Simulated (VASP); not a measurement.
Something may be wrong with this VASP 6.6.1 calculation of Bi2Se3.

The input INCAR:

```
  GGA = CX
  LUSE_VDW = T
  AGGAC = 0.0
  ISMEAR = -5
  SIGMA = 0.03
  LWAVE = F
  LCHARG = F
  ISIF = 2
  PREC = Accurate
  LASPH = T
  LREAL = F
  ALGO = Normal
  EDIFF = 1E-6
  NELM = 89
  GGA_COMPAT = F
  ENCUT = 320
  EFERMI = MIDGAP
  NBANDS = 37
  ADDGRID = F
```

File KPOINTS:

```
Automatic mesh
0
Gamma
  1 1 1
  0 0 0
```

The input POSCAR:

```
Bi2Se3
1.0
    2.0715000000      1.1959810826      9.5453333333
   -2.0715000000      1.1959810826      9.5453333333
    0.0000000000     -2.3919621653      9.5453333333
Bi Se
2 3
Direct
    0.5992000000      0.5992000000      0.5992000000
    0.4008000000      0.4008000000      0.4008000000
    0.7883000000      0.7883000000      0.7883000000
    0.2117000000      0.2117000000      0.2117000000
    0.0000000000      0.0000000000      0.0000000000
```

Potentials or basis: VASP PAW PBE potentials, release 64 (Bi_d, Se).

Run with:

```console
$ cat potpaw_PBE.64/Bi_d/POTCAR potpaw_PBE.64/Se/POTCAR > POTCAR
$ mpirun -np 4 vasp_std > vasp.out
```

OUTCAR:

```text
GGA = CX
   ISMEAR = -5
   ISIF = 2
   PREC = Accurate
   LASPH = T
   LREAL = F
   EDIFF = 1E-6
   NELM = 89
   ENCUT = 320
   EFERMI = MIDGAP

|       ---->  I REFUSE TO CONTINUE WITH THIS SICK JOB ... BYE!!! <----       |
|                                                                             |
 -----------------------------------------------------------------------------
```

On the terminal:

```text
POSCAR found type information on POSCAR BiSe
 POSCAR found :  2 types and       5 ions
 scaLAPACK will be used
[... 39 lines left out ...]
1
1
1
1
```

Question: How did it end, and where is the flaw?

Answer: The program refused the input. The input holds a flaw that was put in on purpose: tetrahedra on too few k points (ISMEAR = -5; KPAR = left out; k = 1 × 1 × 1).

A sound run on the same cell differs in these lines of the main input:
```diff
@@ -4 +4 @@
-  ISMEAR = -5
+  ISMEAR = 0
@@ -14 +14 @@
-  NELM = 89
+  NELM = 120
@@ -17,0 +18 @@
+  KPAR = 4
```
